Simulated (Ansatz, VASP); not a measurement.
## One calculation of Pt2Cl, two programs

```xyz
3
Lattice="3.4754 0.0000 0.0000 -1.7377 3.0098 0.0000 0.0000 0.0000 6.0057" Properties=species:S:1:pos:R:3 pbc="T T T"
Pt    0.0000    0.0000    1.7308
Pt    0.0000    0.0000    4.2749
Cl    0.0000    0.0000    0.0000
```

Alike in both runs: task relaxation of cell and atoms; functional PBE; k mesh 6 × 6 × 3; occupations gaussian, width 0.2 eV; no spin polarisation.

```csv
,VASP,Ansatz
version,VASP 6.6.1,Ansatz 0.2.0
potentials or method,"VASP PAW PBE potentials, release 64 (Pt, Cl), cutoff 600 eV","scalar-relativistic, plane waves, PAW"
valence electrons in the cell,27,43
```

|  | VASP | Ansatz | Ansatz less VASP |
| --- | --- | --- | --- |
| gap on the k mesh at the Fermi level, each at its own relaxed structure (eV) | none | none | - |
| relaxed volume (Å³/atom) | 16.81 | 16.86 | +0.056 |
| relaxed cell length with the largest relative difference (Å) | 2.809 | 2.812 | +0.0033 |

A gap of «none» marks a metal or a gap that the smearing closes. VASP's potentials hold 27 valence electrons a cell and Ansatz's 43, so a difference there can come from the potentials and not from the codes.

Neither program's run includes spin-orbit coupling. Noted on VASP's run: the volume moved by over 15 % at a fixed basis, so the end points are rough.
